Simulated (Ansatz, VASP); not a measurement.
## Two plane-wave programs on ZnO

Contents of INCAR:

```
ALGO = Normal ; EDIFF = 1E-6
ENCUT = 520 ; GGA = PE
ISIF = 2 ; ISMEAR = 0
IVDW = 12 ; LASPH = T
LCHARG = T ; LELF = T
LREAL = F ; LVHAR = T
LWAVE = F ; NBANDS = 16
NELM = 80 ; PREC = Accurate
SIGMA = 0.1
```

KPOINTS

```
k-points
0
Gamma
  8 8 8
```

File POSCAR:

```
ZnO
1.0
    0.0000000000      2.1694420000      2.1694420000
    2.1694420000      0.0000000000      2.1694420000
    2.1694420000      2.1694420000      0.0000000000
Zn O
1 1
Direct
    0.0000000000      0.0000000000      0.0000000000
    0.5000000000      0.5000000000      0.5000000000
```

Input for Ansatz:

```yaml
crystal:
  lattice:
    - [0.0, 2.169442, 2.169442]
    - [2.169442, 0.0, 2.169442]
    - [2.169442, 2.169442, 0.0]
  atoms:
    - { symbol: Zn, position: [0.0, 0.0, 0.0] }
    - { symbol: O, position: [0.5, 0.5, 0.5] }
basis:
  ecutwfc: 420
kpoints:
  mp_grid: { grid: [8, 8, 8] }
hamiltonian:
  xc: pbe
  dispersion: d3bj
scf:
  occupations: { method: gaussian, width: 0.1 }
output:
  forces: true
  stress: true
  eigenvalues: true
```

Alike in both runs: task single point; functional PBE; dispersion D3(BJ); k mesh 8 × 8 × 8; occupations gaussian, width 0.1 eV; no spin polarisation.

```csv
,VASP,Ansatz
version,VASP 6.6.1,Ansatz 0.2.0
potentials or method,"VASP PAW PBE potentials, release 64 (Zn, O), cutoff 520 eV","scalar-relativistic, plane waves, PAW"
valence electrons in the cell,18,18
```

Ansatz gave:

```
gap on the k mesh at the Fermi level (eV) : 0.72
least direct gap on the mesh (eV)         : 1.94
pressure (GPa)                            : -5.2
```

Task: Estimate VASP's values.

Result: gap on the k mesh at the Fermi level (eV): 0.69; least direct gap on the mesh (eV): 1.91; pressure (GPa): -4.3.
